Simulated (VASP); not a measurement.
Input of a VASP 6.6.1 run:

The input INCAR:

```
SYSTEM = LiFeN
PREC = Accurate ; ENCUT = 750
EDIFF = 1E-6 ; ISMEAR = 0
SIGMA = 0.1 ; LREAL = .False.
LASPH = .True. ; NELM = 200
ALGO = Normal ; ISIF = 2
LWAVE = .False. ; LCHARG = .False.
ISPIN = 2 ; MAGMOM = 0 0.45 0
LORBIT = 11 ; LMAXMIX = 4
GGA = PE ; NBANDS = 23
GGA_COMPAT = .False.
```

KPOINTS

```
Automatic mesh
0
Gamma
  6 6 4
  0 0 0
```

The input POSCAR:

```
LiFeN
1.0
    3.1006003459      0.0000000000      0.0000000000
   -1.5503001730      2.6851986665      0.0000000000
    0.0000000000      0.0000000000      4.1453390000
Li Fe N
1 1 1
Direct
    0.3333333333      0.6666666667      0.0000000000
    0.6666666667      0.3333333333      0.5000000000
    0.3333333333      0.6666666667      0.5000000000
```

Potentials or basis: VASP PAW PBE potentials, release 64 (Li_sv, Fe_sv, N).

Command:

```bash
$ cat potpaw_PBE.64/Li_sv/POTCAR potpaw_PBE.64/Fe_sv/POTCAR potpaw_PBE.64/N/POTCAR > POTCAR
$ mpirun -np 1 vasp_std > vasp.out
```

Question: What does it give for the net moment?

Answer: 0.00 μB per cell.

Question: What does it give for the band gap on the k mesh?

Answer: Zero (filled and empty bands overlap).

Stress tensor (GPa, compression positive):
```
-2.57  0.00  0.00
 0.00 -2.57  0.00
 0.00  0.00 -0.09
```

Caveat: the k points lie up to 0.39 Å⁻¹ apart, too coarse for converged energies and pressures of a metal. With open d or f shells a metallic result of PBE can be an artefact of self-interaction; +U or a hybrid may open a gap.
